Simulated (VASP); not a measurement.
# BaTaH4 (Pmm2) in VASP: a series of runs, part 2 of 2

VASP 6.6.1.

## Step 3: Single point, PBE

This run uses another cell than the first one, of 11.30 Å³/atom, 1.012 times its volume.

File INCAR:

```
SYSTEM = BaTaH4
PREC = Accurate
ENCUT = 500
EDIFF = 1E-6
ISMEAR = 0
SIGMA = 0.1
LREAL = .False.
LASPH = .True.
NELM = 120
ALGO = Normal
ISIF = 2
LWAVE = .False.
LCHARG = .True.
GGA = PE
LELF = .True.
LVHAR = .True.
NBANDS = 22
GGA_COMPAT = .False.
```

File KPOINTS:

```
regular mesh
0
Gamma
  6 4 4
  0 0 0
```

File POSCAR:

```
BaTaH4
1.0
    3.2361863058      0.0000000000      0.0000000000
    0.0000000000      3.0536861493      0.0000000000
    0.0000000000      0.0000000000      6.8600257157
Ba Ta H
1 1 4
Direct
    0.0000000000      0.0000000000      1.0332337189
    0.5000000000      0.0000000000      0.5535377155
    0.0000000000      0.5000000000      0.6263193041
    0.5000000000      0.5000000000      0.1456728074
    0.5000000000      0.5000000000      0.7503225303
    0.0000000000      0.5000000000      0.3909139238
```

Potentials or basis: VASP PAW PBE potentials, release 64 (Ba_sv, Ta_sv_GW, H).

On the command line:

```console
$ cat potpaw_PBE.64/Ba_sv/POTCAR potpaw_PBE.64/Ta_sv_GW/POTCAR potpaw_PBE.64/H/POTCAR > POTCAR
$ mpirun -np 1 vasp_std > vasp.out
```

OUTCAR:

```text
SYSTEM = BaTaH4
   PREC = Accurate
   ENCUT = 500
   EDIFF = 1E-6
   ISMEAR = 0
   LREAL = .False.
   LASPH = .True.
   NELM = 120
   ISIF = 2
   GGA = PE

 ion  position               nearest neighbor table
   1  0.000  0.000  0.033-   4 2.35   4 2.35   4 2.35   4 2.35   2 3.67   2 3.67   2 3.92   2 3.92

   2  0.500  0.000  0.554-   5 2.04   5 2.04   1 3.67   1 3.67   1 3.92   1 3.92
   3  0.000  0.500  0.626-
   4  0.500  0.500  0.146-   1 2.35   1 2.35   1 2.35   1 2.35
   5  0.500  0.500  0.750-   2 2.04   2 2.04
   6  0.000  0.500  0.391-

  LATTYP: Found a simple orthorhombic cell.
 ALAT       =     3.0536861493
 B/A-ratio  =     1.0597638878
 C/A-ratio  =     2.2464737305

  Lattice vectors:

 A1 = (   0.0000000000,  -3.0536861493,   0.0000000000)
 A2 = (   3.2361863058,   0.0000000000,   0.0000000000)
 A3 = (   0.0000000000,   0.0000000000,   6.8600257157)

Analysis of symmetry for initial positions (statically):
=====================================================================
 Subroutine PRICEL returns:
 Original cell was already a primitive cell.

 Routine SETGRP: Setting up the symmetry group for a
 simple orthorhombic supercell.

 Subroutine GETGRP returns: Found  4 space group operations
 (whereof  4 operations were pure point group operations)
 out of a pool of  8 trial point group operations.

The static configuration has the point symmetry C_2v.

Analysis of symmetry for dynamics (positions and initial velocities):
=====================================================================
 Subroutine PRICEL returns:
 Original cell was already a primitive cell.

 Routine SETGRP: Setting up the symmetry group for a
 simple orthorhombic supercell.

 Subroutine GETGRP returns: Found  4 space group operations
 (whereof  4 operations were pure point group operations)
[... 124 lines left out ...]
   EFERMI =   0.00;   METHOD = LEGACY
   ISMEAR =     0;   SIGMA  =   0.10  broadening in eV -4-tet -1-fermi 0-gaus
   EFERMI_NEDOS =   21; number of points for ismear=-14 and -15
   IALGO  =     38    algorithm
   IMIX   =      4    mixing-type and parameters
     AMIX     =   0.40;   BMIX     =  1.00
     AMIX_MAG =   1.60;   BMIX_MAG =  1.00
  volume/ion in A,a.u.               =      11.30        76.25
  Fermi-wavevector in a.u.,A,eV,Ry     =   1.204485  2.276147 19.739129  1.450785
  Thomas-Fermi vector in A             =   2.340209
   LORBIT       =      0    0 simple, 1 ext, 2 COOP (PROOUT), +10 PAW based schemes
   GGA     = PE    functional components
   LHFCALC =     F    Hartree Fock is set to
   AEXX    =    0.0000 exact exchange contribution
   IVDW    =     0    specifies the selected vdW correction
   LEPSILON=     F    determine dielectric tensor
   LRPA    =     F    only Hartree local field effects (RPA)
 non-spin polarized calculation
 Gauss-broadening in eV      SIGMA  =   0.10
  energy-cutoff  :      500.00
  volume of cell :       67.79
 maximum number of plane-waves:      1744
 NGX is ok and might be reduce to    24
   NGX = 11   NGY = 11   NGZ = 25

 number of electron      26.9999997 magnetization

 Free energy of the ion-electron system (eV)
  ---------------------------------------------------
  ext. energy  EPLUGINS =         0.00000000
  ---------------------------------------------------
  free energy    TOTEN  =       -26.96924790 eV

  energy without entropy =      -26.96042928  energy(sigma->0) =      -26.96483859

 E-fermi :   5.4166     XC(G=0): -10.5739

 val. band max:        5.3858984696   @ k =   0.0000   0.5000   0.5000
 cond. band min:       5.4719230445   @ k =   0.5000   0.2500   0.0000
 fundamental gap:      0.0860245748
 Fermi energy:         5.4166364101

 k-point     1 :       0.0000    0.0000    0.0000
  band No.  band energies     occupation
      1     -63.4026      2.00000
      2     -29.8135      2.00000
      3     -29.7909      2.00000
      4     -29.4727      2.00000
      5     -23.2574      2.00000
      6      -8.6040      2.00000
[... 589 lines left out ...]
     21      11.2826      0.00000
     22      12.0720      0.00000

 [... further k-points ...]
[... 5 lines left out ...]
  --------------------------------------------------------------------------------------
  -------------------------------------------------------------------------------------
  Total        0.5931386      0.7399897      0.3847759      0.0000000      0.0000000      0.0000000
  in kB       14.0179053     17.4885026      9.0935783      0.0000000      0.0000000      0.0000000
  external PRESSURE =      13.5333287 kB  Pullay stress =       0.0000000 kB

 VOLUME and BASIS-vectors are now :
 -----------------------------------------------------------------------------
  energy-cutoff  :      500.00
  volume of cell :       67.79
      direct lattice vectors                 reciprocal lattice vectors
     3.236186306  0.000000000  0.000000000     0.309005695  0.000000000  0.000000000
     0.000000000  3.053686149  0.000000000     0.000000000  0.327473077  0.000000000
     0.000000000  0.000000000  6.860025716     0.000000000  0.000000000  0.145772048

 POSITION                                       TOTAL-FORCE (eV/Angst)
 -----------------------------------------------------------------------------------
      0.00000      0.00000      0.22798         0.000000      0.000000     -0.047003
      1.61809      0.00000      3.79728         0.000000      0.000000     -0.017945
      0.00000      1.52684      4.29657         0.000000      0.000000     -0.049914
      1.61809      1.52684      0.99932         0.000000      0.000000      0.091151
      1.61809      1.52684      5.14723         0.000000      0.000000     -0.030795
      0.00000      1.52684      2.68168         0.000000      0.000000      0.054506
 -----------------------------------------------------------------------------------
    total drift:                                0.000000     -0.000000     -0.000602

  FREE ENERGIE OF THE ION-ELECTRON SYSTEM (eV)
  ---------------------------------------------------
  free  energy   TOTEN  =       -26.9692478986 eV

  energy  without entropy=      -26.9604292820  energy(sigma->0) =      -26.96483859
```

OSZICAR:

```text
N       E                     dE             d eps       ncg     rms          rms(c)
DAV:   1     0.174384481575E+03    0.17438E+03   -0.13526E+04  1592   0.107E+03
DAV:   2    -0.206398548258E+02   -0.19502E+03   -0.18984E+03  2018   0.269E+02
DAV:   3    -0.330369060425E+02   -0.12397E+02   -0.12289E+02  2326   0.631E+01
DAV:   4    -0.332280057513E+02   -0.19110E+00   -0.19087E+00  2042   0.803E+00
DAV:   5    -0.332320099627E+02   -0.40042E-02   -0.40035E-02  2356   0.830E-01    0.534E+01
DAV:   6    -0.276050142398E+02    0.56270E+01   -0.39324E+01  2028   0.174E+01    0.639E+01
DAV:   7    -0.275465526119E+02    0.58462E-01   -0.22190E+00  1866   0.550E+00    0.515E+01
DAV:   8    -0.270412944139E+02    0.50526E+00   -0.23186E+00  1958   0.679E+00    0.167E+01
DAV:   9    -0.269930411895E+02    0.48253E-01   -0.32598E-01  2008   0.267E+00    0.466E+00
DAV:  10    -0.269771485820E+02    0.15893E-01   -0.29140E-02  1964   0.821E-01    0.288E+00
DAV:  11    -0.269699726716E+02    0.71759E-02   -0.21181E-02  2002   0.714E-01    0.244E+00
DAV:  12    -0.269696943297E+02    0.27834E-03   -0.30419E-03  1868   0.253E-01    0.827E-01
DAV:  13    -0.269692600970E+02    0.43423E-03   -0.21459E-03  1830   0.230E-01    0.177E-01
DAV:  14    -0.269692573897E+02    0.27073E-05   -0.27207E-04  1816   0.835E-02    0.222E-01
DAV:  15    -0.269692469529E+02    0.10437E-04   -0.29743E-05  1956   0.273E-02    0.157E-01
DAV:  16    -0.269692485442E+02   -0.15913E-05   -0.49036E-06  1750   0.120E-02    0.115E-01
DAV:  17    -0.269692478986E+02    0.64564E-06   -0.98926E-07  1010   0.665E-03
   1 F= -.26969248E+02 E0= -.26964839E+02  d E =-.881862E-02
```

It took 42 s on 1 thread of AMD EPYC 9R14 (Zen 4), shared host; peak memory 0.19 GiB.

What came out:

```yaml
Free_energy: -26.9692 eV
Pressure: 1.4 GPa
Largest_force: 0.091 eV/Å
```

Forces on the atoms (eV/Å):
```
Ba   0.000  0.000 -0.047
Ta   0.000  0.000 -0.018
H    0.000  0.000 -0.050
H    0.000  0.000  0.091
H    0.000  0.000 -0.031
H    0.000  0.000  0.055
```

Stress tensor (GPa, compression positive):
```
1.40 0.00 0.00
0.00 1.75 0.00
0.00 0.00 0.91
```

Levels at points of the mesh, in eV from the Fermi level:
```
           k point  band 11  band 12  band 13  band 14  band 15  band 16  band 17  band 18
(0.00, 0.00, 0.00)    -4.50    -2.29    -1.93    -0.04     1.06     1.67     2.86     3.02
(0.50, 0.00, 0.00)    -3.82    -3.54    -1.30     0.88     1.15     1.62     2.09     2.60
(0.00, 0.50, 0.00)    -3.47    -2.02    -0.76    -0.06     1.00     1.59     1.75     2.41
(0.50, 0.50, 0.00)    -4.81    -1.99    -0.70     0.12     1.17     1.23     1.60     3.09
(0.00, 0.00, 0.50)    -3.60    -2.72    -1.66    -0.05     1.21     1.75     2.86     3.65
(0.50, 0.00, 0.50)    -4.47    -2.97    -1.53     0.86     1.09     1.93     2.06     3.68
(0.00, 0.50, 0.50)    -3.14    -2.49    -0.05    -0.03     0.73     0.90     1.65     1.83
(0.50, 0.50, 0.50)    -4.44    -1.16    -1.14    -0.96     0.44     1.14     2.60     3.79
```

Caveat: the k points lie up to 0.51 Å⁻¹ apart; spin-orbit coupling is left out, which moves the levels of the heavy elements.

## Step 4: Single point, PBE

File INCAR:

```
  PREC = Accurate
  ENCUT = 500
  EDIFF = 1E-6
  ISMEAR = 0
  SIGMA = 0.1
  LREAL = F
  LASPH = T
  NELM = 120
  ALGO = Normal
  ISIF = 2
  LWAVE = F
  LCHARG = F
  GGA = PE
  NBANDS = 22
  GGA_COMPAT = F
```

File KPOINTS:

```
regular mesh
0
Gamma
  6 6 4
```

File POSCAR:

```
BaTaH4
1.0
    3.0055845550      0.0000000000      0.0000000000
    0.0000000000      3.2663968914      0.0000000000
    0.0000000000      0.0000000000      6.8217074427
Ba Ta H
1 1 4
Direct
    0.0000000000      0.0000000000      0.9733305381
    0.0000000000      0.5000000000      0.4527578396
    0.5000000000      0.0000000000      0.3716813076
    0.5000000000      0.5000000000      0.8489650471
    0.5000000000      0.5000000000      0.2436728839
    0.5000000000      0.0000000000      0.6095923837
```

On the command line:

```console
$ cat potpaw_PBE.64/Ba_sv/POTCAR potpaw_PBE.64/Ta_sv_GW/POTCAR potpaw_PBE.64/H/POTCAR > POTCAR
$ mpirun -np 1 vasp_std > vasp.out
```

Run time: 31 s. Hardware: 1 thread of Intel Xeon 6975P-C (Granite Rapids), shared host; peak memory 0.23 GiB.

The run converged. Its results:

| Item | Value |
| --- | --- |
| Free energy | -26.9228 eV |
| Pressure | 1.6 GPa |
| Largest force | 0.129 eV/Å |

Forces in eV/Å, atoms in the order of the input:
```
Ba   0.000  0.000  0.074
Ta   0.000  0.000 -0.007
H    0.000  0.000  0.031
H    0.000  0.000 -0.129
H    0.000  0.000  0.080
H    0.000  0.000 -0.050
```

Stress tensor (GPa, compression positive):
```
1.97 0.00 0.00
0.00 1.96 0.00
0.00 0.00 0.72
```

Levels at points of the mesh, in eV from the Fermi level:
| k point | band 9 | band 10 | band 11 | band 12 | band 13 | band 14 | band 15 | band 16 | band 17 | band 18 |
| --- | --- | --- | --- | --- | --- | --- | --- | --- | --- | --- |
| (0.00, 0.00, 0.00) | -10.16 | -5.16 | -4.77 | -2.57 | -2.07 | -0.31 | 0.72 | 1.58 | 2.28 | 2.69 |
| (0.50, 0.00, 0.00) | -7.53 | -6.10 | -3.58 | -2.35 | -0.93 | -0.50 | 0.54 | 1.41 | 1.50 | 2.27 |
| (0.00, 0.50, 0.00) | -6.92 | -6.57 | -4.16 | -4.08 | -1.80 | 0.85 | 0.88 | 1.56 | 1.97 | 2.55 |
| (0.50, 0.50, 0.00) | -7.68 | -6.25 | -5.02 | -2.34 | -0.83 | -0.10 | 0.94 | 0.96 | 1.40 | 2.74 |
| (0.00, 0.00, 0.50) | -9.70 | -6.36 | -3.82 | -2.93 | -2.05 | -0.32 | 0.89 | 1.65 | 2.69 | 3.23 |
| (0.50, 0.00, 0.50) | -7.68 | -5.68 | -3.23 | -2.84 | -0.49 | -0.21 | 0.41 | 0.68 | 1.50 | 1.59 |
| (0.00, 0.50, 0.50) | -6.90 | -6.60 | -4.84 | -3.36 | -2.10 | 0.83 | 0.84 | 1.77 | 1.93 | 3.63 |
| (0.50, 0.50, 0.50) | -7.76 | -6.46 | -4.57 | -1.40 | -1.31 | -1.21 | -0.06 | 0.65 | 2.44 | 3.59 |

Caveat: spin-orbit coupling is left out, which moves the levels of the heavy elements.

## Step 5: Summary

```csv
potentials or basis,cell,k mesh,cutoff (eV),second run,gap on the mesh (eV),pressure (GPa),largest force (eV/Å)
"VASP PAW PBE potentials, release 64 (Ba_sv, Ta_pv, H)","a = 3.006, b = 3.266, c = 6.822 Å, 6 atoms",6 × 6 × 4,520,-,none,1.9,0.13
"VASP PAW PBE potentials, release 64 (Ba_sv, Ta_sv_GW, H)","a = 3.236, b = 3.054, c = 6.860 Å, 6 atoms",6 × 4 × 4,500,valence_matched,none,1.4,0.09
"VASP PAW PBE potentials, release 64 (Ba_sv, Ta_sv_GW, H)","a = 3.006, b = 3.266, c = 6.822 Å, 6 atoms",6 × 6 × 4,500,valence_matched,none,1.6,0.13
```

Alike in all rows: task single point; level PBE; no spin polarisation; smearing gaussian 0.1 eV.

Caveats: some runs use coarse meshes; spin-orbit coupling is left out, which moves the levels of the heavy elements.

Absolute energies hang on the potentials; compare differences alone.
